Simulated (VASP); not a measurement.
# Ni (C2/m) in VASP: single point with LDA

Aim: the single point of Ni with LDA.

All numbers are computed with VASP 6.6.1; they aren't measurements. Logs are shortened: lines on timing, memory, paths and dates and some standing lists are left out, and cuts for length are marked.

## (1) The cell of the first run

The typed cell holds 3 atoms: a = 3.962 Å, b = 3.962 Å, c = 2.436 Å, α = 74.29°, β = 122.80°, γ = 120.00°.

## (2) Single point, LDA, collinear spin, ferromagnetic start

File INCAR:

```
PREC = Accurate ; ENCUT = 600
EDIFF = 1E-6 ; ISMEAR = 0
SIGMA = 0.1 ; LREAL = False
LASPH = True ; NELM = 200
ALGO = Normal ; ISIF = 2
LWAVE = False ; LCHARG = False
ISPIN = 2 ; MAGMOM = 0.7 0.7 0.7
LORBIT = 11 ; LMAXMIX = 4
GGA = CA ; NBANDS = 26
GGA_COMPAT = False
```

File KPOINTS:

```
Automatic mesh
0
Gamma
  9 9 16
```

File POSCAR:

```
Ni
1.0
    3.9621889621      0.0000000000      0.0011196828
   -1.9810944810      3.4313564328     -0.0005598414
   -1.3201316216      0.0000000000      2.0475497434
Ni
3
Direct
    0.3333333333      0.6666666667      0.0000000000
    0.0000000000      0.0000000000      0.0000000000
    0.6666666667      0.3333333333      0.0000000000
```

Potentials or basis: VASP PAW LDA potentials, release 64 (Ni).

Run with:

```sh
> cat potpaw_LDA.64/Ni/POTCAR > POTCAR
> mpirun -np 1 vasp_std > vasp.out
```

OUTCAR:

```text
PREC = Accurate
   ENCUT = 600
   EDIFF = 1E-6
   ISMEAR = 0
   LREAL = False
   LASPH = True
   NELM = 200
   ISIF = 2
   ISPIN = 2
   LORBIT = 11
   GGA = CA

 ion  position               nearest neighbor table
   1  0.333  0.667  0.000-   2 2.29   3 2.29   3 2.29   2 2.29   2 2.29   3 2.29   2 2.44   3 2.44
                             2 2.44   3 2.44
   2  0.000  0.000  0.000-   1 2.29   3 2.29   1 2.29   3 2.29   3 2.29   1 2.29   1 2.44   3 2.44
                             3 2.44   1 2.44
   3  0.667  0.333  0.000-   2 2.29   1 2.29   1 2.29   2 2.29   2 2.29   1 2.29   2 2.44   1 2.44
                             2 2.44   1 2.44

  LATTYP: Found a base centered monoclinic cell.
 ALAT       =     3.9621891203
 B/A-ratio  =     1.7320508076
 C/A-ratio  =     0.6148692164
 COS(beta)  =    -0.5416376805

  Lattice vectors:

 A1 = (   1.9810944810,  -3.4313564328,   0.0005598414)
 A2 = (   1.9810944811,   3.4313564328,   0.0005598414)
 A3 = (  -1.3201316216,   0.0000000000,   2.0475497434)

Analysis of symmetry for initial positions (statically):
=====================================================================
 Subroutine PRICEL returns following result:

  LATTYP: Found a base centered monoclinic cell.
 ALAT       =     3.9621891197
 B/A-ratio  =     0.5773502693
 C/A-ratio  =     0.6148692164
 COS(beta)  =    -0.5416376805

  Lattice vectors:
[... 7 lines left out ...]
 Routine SETGRP: Setting up the symmetry group for a
 base centered monoclinic supercell.

 Subroutine GETGRP returns: Found  4 space group operations
 (whereof  4 operations were pure point group operations)
 out of a pool of  4 trial point group operations.

The static configuration has the point symmetry C_2h.

Analysis of symmetry for dynamics (positions and initial velocities):
=====================================================================
 Subroutine PRICEL returns following result:

  LATTYP: Found a base centered monoclinic cell.
 ALAT       =     3.9621891197
 B/A-ratio  =     0.5773502693
 C/A-ratio  =     0.6148692164
 COS(beta)  =    -0.5416376805

  Lattice vectors:
[... 7 lines left out ...]
 Routine SETGRP: Setting up the symmetry group for a
 base centered monoclinic supercell.

 Subroutine GETGRP returns: Found  4 space group operations
 (whereof  4 operations were pure point group operations)
 out of a pool of  4 trial point group operations.

The dynamic configuration has the point symmetry C_2h.

Analysis of structural, dynamic, and magnetic symmetry:
=====================================================================
 Subroutine PRICEL returns following result:

  LATTYP: Found a base centered monoclinic cell.
 ALAT       =     3.9621891197
 B/A-ratio  =     0.5773502693
 C/A-ratio  =     0.6148692164
 COS(beta)  =    -0.5416376805

  Lattice vectors:
[... 7 lines left out ...]
 Routine SETGRP: Setting up the symmetry group for a
 base centered monoclinic supercell.

 Subroutine GETGRP returns: Found  4 space group operations
 (whereof  4 operations were pure point group operations)
 out of a pool of  4 trial point group operations.

The overall configuration has the point symmetry C_2h.

 Subroutine INISYM returns: Found  4 space group operations
 (whereof  4 operations are pure point group operations),
 and found     3 'primitive' translations

----------------------------------------------------------------------------------------

                                     Primitive cell

  volume of cell :       9.2810

  direct lattice vectors                    reciprocal lattice vectors
     1.981094481 -1.143785477  0.000559841     0.252339766 -0.437144910  0.162692851
     1.981094481  1.143785478  0.000559841     0.252339766  0.437144910  0.162692851
    -1.320131622  0.000000000  2.047549743    -0.000137990  0.000000000  0.488299656

  length of vectors
     2.287570955  2.287570955  2.436228119     0.530320652  0.530320652  0.488299676

  position of ions in fractional coordinates (direct lattice)
     1.000000000  0.000000000  0.000000000

  ion indices of the primitive-cell ions
   primitive index   ion index
                 1           1

----------------------------------------------------------------------------------------

 KPOINTS: Automatic mesh

Automatic generation of k-mesh.
 Grid dimensions read from file:
 generate k-points for:    9    9   16

 Generating k-lattice:

  Cartesian coordinates                     Fractional coordinates (reciprocal lattice)
     0.028037752  0.016190552  0.018076983     0.111111111  0.000000000  0.000000000
     0.000000000  0.032381104  0.000000000     0.000000000  0.111111111  0.000000000
    -0.000008624  0.000000000  0.030518729     0.000000000  0.000000000  0.062500000

  Length of vectors
     0.037081354  0.032381104  0.030518730

  Shift w.r.t. Gamma in fractional coordinates (k-lattice)
     0.000000000  0.000000000  0.000000000

 Subroutine IBZKPT returns following result:
 ===========================================

 Found    365 irreducible k-points:

 Following reciprocal coordinates:
            Coordinates               Weight
  0.000000  0.000000  0.000000      1.000000
  0.111111 -0.000000  0.000000      4.000000
  0.222222  0.000000  0.000000      4.000000
  0.333333 -0.000000  0.000000      4.000000
  0.444444  0.000000  0.000000      4.000000
  0.000000  0.111111  0.000000      2.000000
[... 16 lines left out ...]
  0.333333  0.333333  0.000000      2.000000
  0.000000  0.444444  0.000000      2.000000
 [... further k-points ...]
   k-points           NKPTS =    365   k-points in BZ     NKDIM =    365   number of bands    NBANDS=     26
   number of dos      NEDOS =    301   number of ions     NIONS =      3
   total plane-waves  NPLWV =  20480
   dimension x,y,z NGX =    32 NGY =   32 NGZ =   20
   dimension x,y,z NGXF=    64 NGYF=   64 NGZF=   40
   ions per type =               3
   NGX,Y,Z   is equivalent  to a cutoff of  13.43, 13.43, 13.65 a.u.
   NGXF,Y,Z  is equivalent  to a cutoff of  26.85, 26.85, 27.30 a.u.
 SYSTEM =  unknown system
   PREC   = accura    normal or accurate (medium, high low for compatibility)
   ISTART =      0    job   : 0-new  1-cont  2-samecut
   ICHARG =      2    charge: 1-file 2-atom 10-const
   ISPIN  =      2    spin polarized calculation?
   LNONCOLLINEAR =      F non collinear calculations
   LSORBIT =      F    spin-orbit coupling
   LASPH  =      T    aspherical Exc in radial PAW
   ENCUT  =  600.0 eV  44.10 Ry    6.64 a.u.   7.91  7.91  4.87*2*pi/ulx,y,z
   NELM   =    200;   NELMIN=  2; NELMDL= -5     # of ELM steps
   EDIFF  = 0.1E-05   stopping-criterion for ELM
   LREAL  =      F    real-space projection
   EDIFFG = 0.1E-04   stopping-criterion for IOM
   NSW    =      0    number of steps for IOM
   IBRION =     -1    ionic relax: 0-MD 1-quasi-New 2-CG
   NFREE  =      0    steps in history (QN), initial steepest desc. (CG)
   ISIF   =      2    stress and relaxation
   ISYM   =      2    0-nonsym 1-usesym 2-fastsym
   POTIM  = 0.5000    time-step for ionic-motion
   TEBEG  =    0.0;   TEEND  =   0.0 temperature during run
   PSTRESS=    0.0 pullay stress
   NELECT =      30.0000    total number of electrons
   NUPDOWN=      -1.0000    fix difference up-down
   EMIN   =  10.00;   EMAX   =-10.00  energy-range for DOS
   EFERMI =   0.00;   METHOD = LEGACY
   ISMEAR =     0;   SIGMA  =   0.10  broadening in eV -4-tet -1-fermi 0-gaus
   EFERMI_NEDOS =   21; number of points for ismear=-14 and -15
   IALGO  =     38    algorithm
   IMIX   =      4    mixing-type and parameters
     AMIX     =   0.40;   BMIX     =  1.00
     AMIX_MAG =   1.60;   BMIX_MAG =  1.00
  volume/ion in A,a.u.               =       9.28        62.63
  Fermi-wavevector in a.u.,A,eV,Ry     =   1.678329  3.171582 38.324722  2.816788
  Thomas-Fermi vector in A             =   2.762437
   LORBIT       =     11    0 simple, 1 ext, 2 COOP (PROOUT), +10 PAW based schemes
   GGA     = CA    functional components
   LHFCALC =     F    Hartree Fock is set to
   AEXX    =    0.0000 exact exchange contribution
   IVDW    =     0    specifies the selected vdW correction
   LEPSILON=     F    determine dielectric tensor
   LRPA    =     F    only Hartree local field effects (RPA)
 spin polarized calculation
 Gauss-broadening in eV      SIGMA  =   0.10
  energy-cutoff  :      600.00
  volume of cell :       27.84
 maximum number of plane-waves:       948
   NGX = 15   NGY = 15   NGZ =  9

 number of electron      30.0000005 magnetization       1.6185479

 Free energy of the ion-electron system (eV)
  ---------------------------------------------------
  ext. energy  EPLUGINS =         0.00000000
  ---------------------------------------------------
  free energy    TOTEN  =       -19.39163959 eV

  energy without entropy =      -19.36819772  energy(sigma->0) =      -19.37991866

 E-fermi :  11.4803     XC(G=0): -14.5723

 val. band max:       11.4798853180   @ k =   0.0000   0.1111   0.3125
 cond. band min:      11.4806033969   @ k =   0.3333  -0.0000   0.0000
 fundamental gap:      0.0007180789
 Fermi energy:        11.4802863311

 spin component 1

 k-point     1 :       0.0000    0.0000    0.0000
  band No.  band energies     occupation
      1       1.3671      1.00000
      2       7.3230      1.00000
      3       7.3230      1.00000
      4       7.4875      1.00000
      5       7.4875      1.00000
      6       8.2324      1.00000
[... 685 lines left out ...]
     25      32.3615      0.00000
     26      33.3622      0.00000

 [... further k-points ...]

 spin component 2

 k-point     1 :       0.0000    0.0000    0.0000
  band No.  band energies     occupation
      1       1.4154      1.00000
      2       7.7232      1.00000
      3       7.7232      1.00000
      4       7.8576      1.00000
      5       7.8577      1.00000
      6       8.7683      1.00000
[... 685 lines left out ...]
     25      32.4653      0.00000
     26      33.5848      0.00000

 [... further k-points ...]
[... 5 lines left out ...]
  --------------------------------------------------------------------------------------
  -------------------------------------------------------------------------------------
  Total        6.8823726      6.8828933     -0.0142565      0.0000000      0.0000000     -0.0030938
  in kB      396.0355465    396.0655070     -0.8203680      0.0000000      0.0000000     -0.1780289
  external PRESSURE =     263.7602285 kB  Pullay stress =       0.0000000 kB

 VOLUME and BASIS-vectors are now :
 -----------------------------------------------------------------------------
  energy-cutoff  :      600.00
  volume of cell :       27.84
      direct lattice vectors                 reciprocal lattice vectors
     3.962188962  0.000000000  0.001119683     0.252339766  0.145714970  0.162692851
    -1.981094481  3.431356433 -0.000559841     0.000000000  0.291429940  0.000000000
    -1.320131622  0.000000000  2.047549743    -0.000137990  0.000000000  0.488299656

 POSITION                                       TOTAL-FORCE (eV/Angst)
 -----------------------------------------------------------------------------------
     -0.00000      2.28757     -0.00000        -0.000000      0.000000      0.000000
      0.00000      0.00000      0.00000         0.000000     -0.000000      0.000000
      1.98109      1.14379      0.00056        -0.000000     -0.000000     -0.000000
 -----------------------------------------------------------------------------------
    total drift:                                0.000000      0.000000     -0.000000

  FREE ENERGIE OF THE ION-ELECTRON SYSTEM (eV)
  ---------------------------------------------------
  free  energy   TOTEN  =       -19.3916395942 eV

  energy  without entropy=      -19.3681977176  energy(sigma->0) =      -19.37991866

 total charge

# of ion       s       p       d       tot
------------------------------------------
    1        0.577   0.657   8.432   9.666
    2        0.577   0.657   8.432   9.666
    3        0.577   0.657   8.432   9.666
--------------------------------------------------
tot          1.731   1.970  25.297  28.999

 magnetization (x)

# of ion       s       p       d       tot
------------------------------------------
    1       -0.005  -0.018   0.558   0.534
    2       -0.005  -0.018   0.558   0.534
    3       -0.005  -0.018   0.558   0.534
--------------------------------------------------
tot         -0.014  -0.055   1.673   1.603
```

Run time: 7 min. Hardware: 1 thread of Intel Xeon 6975P-C, shared host; peak memory 0.49 GiB.

What came out:

```yaml
Free_energy: -19.3916 eV
Pressure: 26.4 GPa
Net_moment: 1.62 μB per cell
Site_moments: Ni +0.53 μB
Valence_electrons_inside_the_program's_atomic_spheres: Ni 9.67
```
